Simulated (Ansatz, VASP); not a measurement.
# Mg2C3 in VASP and in Ansatz

Contents of POSCAR:

```
Mg2C3
1.0
    2.4063201191     -2.3426107354     -0.0056849748
    2.4063201191      2.3426107354     -0.0056849748
   -1.2337819514      0.0000000000      4.8699367886
Mg C
2 3
Direct
    0.8094807413      0.8094807413      0.1980806852
    0.1905192587      0.1905192587      0.8019193148
    0.3021865357      0.3021865357      0.2622175095
    0.6978134643      0.6978134643      0.7377824905
    0.5000000000      0.5000000000      0.5000000000
```

The input INCAR.step1:

```
SYSTEM = Mg2C3
PREC = Accurate ; ENCUT = 520
EDIFF = 1E-5 ; ISMEAR = 0
SIGMA = 0.05 ; LREAL = .False.
LASPH = .True. ; NELM = 80
ALGO = Normal ; ISIF = 2
LWAVE = .True. ; LCHARG = .False.
GGA = PE ; NBANDS = 16
```

File INCAR.step2:

```
SYSTEM = Mg2C3
PREC = Accurate ; ENCUT = 520
EDIFF = 1E-7 ; ISMEAR = 0
SIGMA = 0.05 ; LREAL = .False.
LASPH = .True. ; NELM = 80
ALGO = Normal ; ISIF = 2
LWAVE = .False. ; LCHARG = .False.
GGA = PE ; LHFCALC = .True.
HFSCREEN = 0.2079 ; PRECFOCK = Fast
ISTART = 1 ; NBANDS = 16
```

File KPOINTS:

```
Automatic mesh
0
Gamma
  4 4 4
  0 0 0
```

Input for Ansatz:

```yaml
crystal:
  lattice:
    - [2.4063201191, -2.3426107354, -0.0056849748]
    - [2.4063201191, 2.3426107354, -0.0056849748]
    - [-1.2337819514, 0.0, 4.8699367886]
  atoms:
    - { symbol: Mg, position: [0.8094807413, 0.8094807413, 0.1980806852] }
    - { symbol: Mg, position: [0.1905192587, 0.1905192587, 0.8019193148] }
    - { symbol: C, position: [0.3021865357, 0.3021865357, 0.2622175095] }
    - { symbol: C, position: [0.6978134643, 0.6978134643, 0.7377824905] }
    - { symbol: C, position: [0.5, 0.5, 0.5] }
basis:
  ecutwfc: 420
  ecutrho_ratio: 4
kpoints:
  mp_grid: { grid: [4, 4, 4] }
hamiltonian:
  xc: hse06
scf:
  occupations: { method: gaussian, width: 0.05 }
  n_extra_bands: 13
output:
  forces: true
  stress: true
  eigenvalues: true
  populations: true
  dos: { projected: true, de: 0.02 }
```

Alike in both runs: task single point; functional HSE06; k mesh 4 × 4 × 4; occupations gaussian, width 0.05 eV; no spin polarisation.

```csv
,VASP,Ansatz
version,VASP 6.6.1,Ansatz 0.2.0
potentials or method,"VASP PAW PBE potentials, release 64 (Mg, C), cutoff 520 eV","scalar-relativistic, plane waves, PAW"
valence electrons in the cell,16,32
```

|  | VASP | Ansatz | Ansatz less VASP |
| --- | --- | --- | --- |
| gap on the k mesh at the Fermi level (eV) | 2.38 | 2.38 | -0.003 |
| least direct gap on the mesh (eV) | 3.10 | 3.10 | +0.004 |
| pressure (GPa) | -3.0 | -3.0 | +0.06 |
| traceless stress, the component that is largest in VASP (GPa) | -2.08 | -2.38 | -0.303 |
| rms of the force components (eV/Å) | 0.207 | 0.236 | +0.0285 |

Atom by atom the forces differ by 0.029 eV/Å (rms over components). VASP's potentials hold 16 valence electrons a cell and Ansatz's 32, so a difference there can come from the potentials and not from the codes. Ansatz's warnings: stress exchange threshold loose, stress scf threshold loose.

The k mesh is coarse, so the values compare programs but aren't converged.
